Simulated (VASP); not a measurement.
Input of a VASP 6.6.1 run:

Contents of INCAR:

```
SYSTEM = ZnSe
PREC = Accurate
ENCUT = 500
EDIFF = 1E-6
ISMEAR = 0
SIGMA = 0.01
LREAL = .False.
LASPH = .True.
NELM = 120
ALGO = Normal
ISIF = 2
LWAVE = .False.
LCHARG = .False.
GGA = PS
NBANDS = 16
GGA_COMPAT = .False.
```

File KPOINTS:

```
regular mesh
0
Gamma
  8 8 8
  0 0 0
```

File POSCAR:

```
ZnSe
1.0
    0.0000000000      2.8166622668      2.8166622668
    2.8166622668      0.0000000000      2.8166622668
    2.8166622668      2.8166622668      0.0000000000
Zn Se
1 1
Direct
    0.0000000000      0.0000000000      0.0000000000
    0.2500000000      0.2500000000      0.2500000000
```

Potentials or basis: VASP PAW PBE potentials, release 64 (Zn, Se).

Command:

```sh
$ cat potpaw_PBE.64/Zn/POTCAR potpaw_PBE.64/Se/POTCAR > POTCAR
$ mpirun -np 1 vasp_std > vasp.out
```

(1) What does it give for the pressure?

(2) Predict the band gap on the k mesh.

## Answers

(1) 0.3 GPa.

(2) 1.24 eV.

Caveat: the PAW data sets were made with another functional, which shifts forces and pressure a little.
